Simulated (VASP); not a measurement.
# Os (P6_3/mmc) in VASP: further runs, part 2 of 2

VASP 6.6.1. Earlier steps stand in the parts before.

**3. Single point, PBE exchange alone, non-collinear spin, typed start**

This run uses another cell than the first one, of 13.98 Å³/atom.

Input file INCAR:

```
  PREC = Accurate
  ENCUT = 520
  EDIFF = 1E-7
  ISMEAR = 0
  SIGMA = 0.1
  LREAL = F
  LASPH = T
  NELM = 150
  ALGO = Fast
  ISIF = 2
  LWAVE = F
  LCHARG = F
  LNONCOLLINEAR = T
  MAGMOM = -0.438 0.135 -0.037 -0.319 -0.117 0.013
  LORBIT = 11
  LMAXMIX = 4
  GGA = PE
  ALDAC = 0.0
  AGGAC = 0.0
  NBANDS = 28
```

Input file KPOINTS:

```
Automatic mesh
0
Gamma
  8 8 4
```

Input file POSCAR:

```
Os
1.0
    2.7341000000      0.0000000000      0.0000000000
   -1.3670500000      2.3678000565      0.0000000000
    0.0000000000      0.0000000000      4.3197000000
Os
2
Direct
    0.6666666667      0.3333333333      0.7500000000
    0.3333333333      0.6666666667      0.2500000000
```

Potentials or basis: VASP PAW PBE potentials, release 64 (Os).

Started as:

```bash
cat potpaw_PBE.64/Os/POTCAR > POTCAR
mpirun -np 1 vasp_ncl > vasp.out
```

OUTCAR:

```text
PREC = Accurate
   ENCUT = 520
   EDIFF = 1E-7
   ISMEAR = 0
   LREAL = F
   LASPH = T
   NELM = 150
   ISIF = 2
   LNONCOLLINEAR = T
   LORBIT = 11
   GGA = PE

 ion  position               nearest neighbor table
   1  0.667  0.333  0.750-   2 2.68   2 2.68   2 2.68   2 2.68   2 2.68   2 2.68
   2  0.333  0.667  0.250-   1 2.68   1 2.68   1 2.68   1 2.68   1 2.68   1 2.68

  LATTYP: Found a hexagonal cell.
 ALAT       =     2.7341000000
 C/A-ratio  =     1.5799348963

  Lattice vectors:

 A1 = (   2.7341000000,   0.0000000000,   0.0000000000)
 A2 = (  -1.3670500000,   2.3678000565,   0.0000000000)
 A3 = (   0.0000000000,   0.0000000000,   4.3197000000)

Analysis of symmetry for initial positions (statically):
=====================================================================
 Subroutine PRICEL returns:
 Original cell was already a primitive cell.

 Routine SETGRP: Setting up the symmetry group for a
 hexagonal supercell.

 Subroutine GETGRP returns: Found 24 space group operations
 (whereof 12 operations were pure point group operations)
 out of a pool of 24 trial point group operations.

The static configuration has the point symmetry D_3d.
 The point group associated with its full space group is D_6h.

Analysis of symmetry for dynamics (positions and initial velocities):
=====================================================================
 Subroutine PRICEL returns:
 Original cell was already a primitive cell.

 Routine SETGRP: Setting up the symmetry group for a
 hexagonal supercell.

 Subroutine GETGRP returns: Found 24 space group operations
 (whereof 12 operations were pure point group operations)
 out of a pool of 24 trial point group operations.

The dynamic configuration has the point symmetry D_3d.
 The point group associated with its full space group is D_6h.

Analysis of structural, dynamic, and magnetic symmetry:
[... 161 lines left out ...]
  energy without entropy =      -16.31335814  energy(sigma->0) =      -16.31558827

 E-fermi :  11.2602     XC(G=0): -12.2049

 val. band max:       11.2405456324   @ k =   0.0000  -0.2500   0.2500
 cond. band min:      11.2608428387   @ k =   0.0000   0.5000   0.5000
 fundamental gap:      0.0202972063
 Fermi energy:        11.2602143958

 k-point     1 :       0.0000    0.0000    0.0000
  band No.  band energies     occupation
      1       0.4578      1.00000
      2       0.4578      1.00000
      3       3.5503      1.00000
      4       3.5503      1.00000
      5       8.2520      1.00000
      6       8.2520      1.00000
[... 733 lines left out ...]
     27      27.2550      0.00000
     28      27.2650      0.00000

 [... further k-points ...]

------------------------ aborting loop because EDIFF is reached ----------------------------------------

  FORCE on cell =-STRESS in cart. coord.  units (eV):
  Direction    XX          YY          ZZ          XY          YZ          ZX
  --------------------------------------------------------------------------------------
  -------------------------------------------------------------------------------------
  Total        8.0590075      8.0590083      8.1531471      0.0000004     -0.0000007      0.0000012
  in kB      461.7204751    461.7205188    467.1139683      0.0000220     -0.0000401      0.0000665
  external PRESSURE =     463.5183207 kB  Pullay stress =       0.0000000 kB

 VOLUME and BASIS-vectors are now :
 -----------------------------------------------------------------------------
  energy-cutoff  :      520.00
  volume of cell :       27.96
      direct lattice vectors                 reciprocal lattice vectors
     2.734100000  0.000000000  0.000000000     0.365751070  0.211166479  0.000000000
    -1.367050000  2.367800057  0.000000000     0.000000000  0.422332957  0.000000000
     0.000000000  0.000000000  4.319700000     0.000000000  0.000000000  0.231497558

 POSITION                                       TOTAL-FORCE (eV/Angst)
 -----------------------------------------------------------------------------------
      1.36705      0.78927      3.23977         0.000001     -0.000000      0.000000
     -0.00000      1.57853      1.07993        -0.000001      0.000000     -0.000000
 -----------------------------------------------------------------------------------
    total drift:                                0.000000     -0.000001      0.000000

  FREE ENERGIE OF THE ION-ELECTRON SYSTEM (eV)
  ---------------------------------------------------
  free  energy   TOTEN  =       -16.3178183996 eV

  energy  without entropy=      -16.3133581416  energy(sigma->0) =      -16.31558827

 total charge

# of ion       s       p       d       tot
------------------------------------------
    1        0.672   0.768   6.106   7.545
    2        0.672   0.768   6.106   7.545
--------------------------------------------------
tot          1.343   1.535  12.212  15.090

 magnetization (x)

# of ion       s       p       d       tot
------------------------------------------
    1        0.000   0.000   0.000   0.000
    2       -0.000  -0.000  -0.000  -0.000
--------------------------------------------------
tot         -0.000   0.000  -0.000  -0.000

 magnetization (y)

# of ion       s       p       d       tot
------------------------------------------
    1       -0.000  -0.000  -0.000  -0.000
    2        0.000   0.000   0.000   0.000
--------------------------------------------------
tot         -0.000  -0.000  -0.000  -0.000

 magnetization (z)

# of ion       s       p       d       tot
------------------------------------------
    1        0.000   0.000   0.000   0.000
    2       -0.000  -0.000  -0.000  -0.000
--------------------------------------------------
tot          0.000   0.000  -0.000   0.000
```

It took 16 min on 1 thread of AMD EPYC 7R13, shared host; peak memory 0.36 GiB.

Results:

- Free energy: -16.3178 eV
- Pressure: 46.4 GPa
- Band gap on the k mesh: zero (bands 16 and 17 overlap by 3.74 eV)
- Net moment: 0.00 μB per cell
- Valence electrons inside the program's atomic spheres: Os 7.54

Levels at points of the mesh, in eV from the Fermi level:
```csv
k point,band 12,band 13,band 14,band 15,band 16,band 17,band 18,band 19,band 20,band 21
"(0.00, 0.00, 0.00)",-2.17,-2.17,-2.17,-1.55,-1.55,-1.55,-1.55,0.26,0.26,1.72
"(0.50, 0.00, 0.00)",-2.51,-1.83,-1.83,2.09,2.09,2.65,2.65,2.75,2.75,4.51
"(0.00, 0.50, 0.00)",-2.51,-1.83,-1.83,2.09,2.09,2.65,2.65,2.75,2.75,4.51
"(0.50, 0.50, 0.00)",-2.51,-1.83,-1.83,2.09,2.09,2.65,2.65,2.75,2.75,4.51
"(0.00, 0.00, 0.50)",-3.21,-3.21,-3.21,-3.21,-3.21,0.92,0.92,0.92,0.92,0.92
"(0.50, 0.00, 0.50)",-1.18,0.00,0.00,0.00,0.00,2.43,2.43,2.43,2.43,3.41
"(0.00, 0.50, 0.50)",-1.18,0.00,0.00,0.00,0.00,2.43,2.43,2.43,2.43,3.41
"(0.50, 0.50, 0.50)",-1.18,0.00,0.00,0.00,0.00,2.43,2.43,2.43,2.43,3.41
```

Moments on the atoms (μB; x, y, z):
```
Os  0.00 0.00 0.00
Os  0.00 0.00 0.00
```

Caveat: the k points lie up to 0.36 Å⁻¹ apart, too coarse for converged energies and pressures of a metal; spin-orbit coupling is left out, which moves the levels of the heavy elements.

**4. Single point, PBE0**

This run uses another cell than the first one, of 13.98 Å³/atom.

POSCAR is that of step 3.

Input file INCAR.step1:

```
PREC     = Accurate       # precision mode
ENCUT    = 520            # plane-wave cutoff, eV
EDIFF    = 1E-5           # SCF threshold, eV
ISMEAR   = -1             # smearing method
SIGMA    = 0.05           # smearing width, eV
LREAL    = False          # projectors in reciprocal space
LASPH    = True           # aspherical terms in the spheres
NELM     = 80             # most SCF steps
ALGO     = Normal         # electronic algorithm
ISIF     = 2              # what is computed and relaxed
LWAVE    = True           # write WAVECAR
LCHARG   = False          # write CHGCAR
GGA      = PE             # functional
NBANDS   = 15             # bands
```

Input file INCAR.step2:

```
PREC     = Accurate       # precision mode
ENCUT    = 520            # plane-wave cutoff, eV
EDIFF    = 1E-7           # SCF threshold, eV
ISMEAR   = -1             # smearing method
SIGMA    = 0.05           # smearing width, eV
LREAL    = False          # projectors in reciprocal space
LASPH    = True           # aspherical terms in the spheres
NELM     = 80             # most SCF steps
ALGO     = Normal         # electronic algorithm
ISIF     = 2              # what is computed and relaxed
LWAVE    = False          # write WAVECAR
LCHARG   = False          # write CHGCAR
GGA      = PE             # functional
LHFCALC  = True           # exact exchange
AEXX     = 0.25           # exact-exchange fraction
PRECFOCK = Normal       
ISTART   = 1            
NBANDS   = 15             # bands
```

Input file KPOINTS:

```
regular mesh
0
Gamma
  6 6 3
```

Started as:

```bash
cat potpaw_PBE.64/Os/POTCAR > POTCAR
cp INCAR.step1 INCAR
mpirun -np 1 vasp_std > vasp.out
cp INCAR.step2 INCAR
mpirun -np 1 vasp_std > vasp.out
```

Run time: 17 min. Hardware: 1 thread of Intel Xeon Platinum 8259CL at 2.50GHz (Skylake/Cascade Lake), shared host; peak memory 0.16 GiB.

The run converged. Its results:

| Item | Value |
| --- | --- |
| Free energy | -27.9080 eV |
| Pressure | -3.7 GPa |
| Band gap on the k mesh | zero (bands 8 and 9 overlap by 5.20 eV) |

Stress tensor (GPa, compression positive):
```
-1.55  0.00  0.00
 0.00 -1.55  0.00
 0.00  0.00 -7.97
```

Levels at points of the mesh, in eV from the Fermi level:
```tsv
k point	band 6	band 7	band 8	band 9	band 10	band 11
(0.00, 0.00, 0.00)	-2.98	-2.98	-2.27	-2.27	-0.49	2.45
(0.50, 0.00, 0.00)	-3.35	-2.47	2.93	3.53	3.55	5.56
```

Caveat: the k points lie up to 0.48 Å⁻¹ apart, too coarse for converged energies and pressures of a metal; the PAW data sets were made with another functional, which shifts forces and pressure a little; spin-orbit coupling is left out, which moves the levels of the heavy elements.

**5. Single point, RPBE+D4**

This run uses another cell than the first one, of 13.14 Å³/atom.

Input file INCAR:

```
SYSTEM = Os
ALGO = Normal
EDIFF = 1E-6
ENCUT = 520
GGA = RP
ISIF = 2
ISMEAR = -1
IVDW = 13
LASPH = .True.
LCHARG = .False.
LREAL = .False.
LWAVE = .False.
NBANDS = 15
NELM = 100
PREC = Accurate
SIGMA = 0.05
```

Input file KPOINTS:

```
k-points
0
Gamma
  11 11 6
  0 0 0
```

Input file POSCAR:

```
Os
1.0
    2.6782863798      0.0000000000      0.0000000000
   -1.3391431899      2.3194640436      0.0000000000
    0.0000000000      0.0000000000      4.2315181138
Os
2
Direct
    0.6666666667      0.3333333333      0.7500000000
    0.3333333333      0.6666666667      0.2500000000
```

Started as:

```bash
cat potpaw_PBE.64/Os/POTCAR > POTCAR
mpirun -np 1 vasp_std > vasp.out
```

Wall time 30 s (1 thread of Intel Xeon 8259CL, shared host); peak memory 0.15 GiB.

It converged, with:

| Item | Value |
| --- | --- |
| Free energy | -23.5007 eV |
| Pressure | 29.7 GPa |
| Band gap on the k mesh | zero (bands 8 and 9 overlap by 4.29 eV) |
| Dispersion energy per atom | -1.317 eV |

Stress tensor (GPa, compression positive):
```
28.88  0.00  0.00
 0.00 28.88  0.00
 0.00  0.00 31.35
```

Levels at points of the mesh, in eV from the Fermi level:
| k point | band 4 | band 5 | band 6 | band 7 | band 8 | band 9 | band 10 | band 11 | band 12 | band 13 |
| --- | --- | --- | --- | --- | --- | --- | --- | --- | --- | --- |
| (0.00, 0.00, 0.00) | -3.31 | -3.02 | -2.37 | -2.37 | -1.66 | -1.66 | 0.08 | 1.90 | 1.90 | 9.90 |
| (0.00, 0.00, 0.50) | -3.83 | -3.51 | -3.51 | -3.51 | -3.51 | 1.05 | 1.05 | 1.05 | 1.05 | 13.75 |

Caveat: the cell stands under pressure; the dispersion term is far too large for a dense solid, which distorts pressure and volume; the PAW data sets were made with another functional, which shifts forces and pressure a little; spin-orbit coupling is left out, which moves the levels of the heavy elements.

**6. Single point, RPBE+D4**

This run uses another cell than the first one, of 13.98 Å³/atom.

Input file INCAR:

```
ALGO = Normal ; EDIFF = 1E-6
ENCUT = 520 ; GGA = RP
ISIF = 2 ; ISMEAR = -1
IVDW = 13 ; LASPH = T
LCHARG = T ; LELF = T
LREAL = F ; LVHAR = T
LWAVE = F ; NBANDS = 15
NELM = 60 ; PREC = Accurate
SIGMA = 0.05
```

Input file KPOINTS:

```
k-points
0
Gamma
  11 11 6
```

Input file POSCAR:

```
Os
1.0
    2.7341000000      0.0000000000      0.0000000000
   -1.3670500000      2.3678000565      0.0000000000
    0.0000000000      0.0000000000      4.3197000000
Os
2
Direct
    0.6666666667      0.3333333333      0.7500000000
    0.3333333333      0.6666666667      0.2500000000
```

Potentials or basis: VASP PAW PBE potentials, release 64 (Os).

Started as:

```bash
cat potpaw_PBE.64/Os/POTCAR > POTCAR
mpirun -np 1 vasp_std > vasp.out
```

It took 32 s on 1 thread of Intel Xeon 8259CL, shared host; peak memory 0.15 GiB.

Results (log left out):

```yaml
Free_energy: -23.6428 eV
Pressure: -1.0 GPa
Band_gap_on_the_k_mesh: zero (bands 8 and 9 overlap by 3.89 eV)
Dispersion_energy_per_atom: -1.241 eV
```

Stress tensor (GPa, compression positive):
```
-1.15  0.00  0.00
 0.00 -1.15  0.00
 0.00  0.00 -0.79
```

Levels at points of the mesh, in eV from the Fermi level:
```tsv
k point	band 6	band 7	band 8	band 9	band 10	band 11
(0.00, 0.00, 0.00)	-2.16	-2.16	-1.52	-1.52	0.06	1.73
(0.00, 0.00, 0.50)	-3.20	-3.20	-3.20	0.94	0.94	0.94
```

Caveat: the dispersion term is far too large for a dense solid, which distorts pressure and volume; the PAW data sets were made with another functional, which shifts forces and pressure a little; spin-orbit coupling is left out, which moves the levels of the heavy elements.

**7. Overview**

```tsv
level	spin	cell	k mesh	smearing	grid for exact exchange (PRECFOCK)	share of exact exchange	gap on the mesh (eV)	pressure (GPa)	moment (μB)
PBEsol	collinear	a = 2.864, b = 2.864, c = 4.526 Å, angles 90.0, 90.0, 120.0°, 2 atoms	11 × 11 × 6	fermi-dirac 0.05 eV	-	-	none	-44.8	0.00
PBE exchange alone	non-collinear, typed start	a = 2.734, b = 2.734, c = 4.320 Å, angles 90.0, 90.0, 120.0°, 2 atoms	8 × 8 × 4	gaussian 0.1 eV	-	-	none	46.4	0.00
PBE0	off	a = 2.734, b = 2.734, c = 4.320 Å, angles 90.0, 90.0, 120.0°, 2 atoms	6 × 6 × 3	fermi-dirac 0.05 eV	Normal	0.25	none	-3.7	-
RPBE+D4	off	a = 2.678, b = 2.678, c = 4.232 Å, angles 90.0, 90.0, 120.0°, 2 atoms	11 × 11 × 6	fermi-dirac 0.05 eV	-	-	none	29.7	-
RPBE+D4	off	a = 2.734, b = 2.734, c = 4.320 Å, angles 90.0, 90.0, 120.0°, 2 atoms	11 × 11 × 6	fermi-dirac 0.05 eV	-	-	none	-1.0	-
```

Alike in all rows: task single point; potentials or basis VASP PAW PBE potentials, release 64 (Os); cutoff (eV) 520.

Caveats: some runs use coarse meshes; spin-orbit coupling is left out, which moves the levels of the heavy elements; the PAW data sets were made with another functional, which shifts forces and pressure a little (at least some runs); the dispersion term is far too large for a dense solid, which distorts pressure and volume (at least some runs); the cell stands under tension (at least some runs); the cell stands under pressure (at least some runs).

Absolute energies hang on the potentials; compare differences alone.

The gap in the log of VASP goes by the Fermi energy; the results here count the filled bands.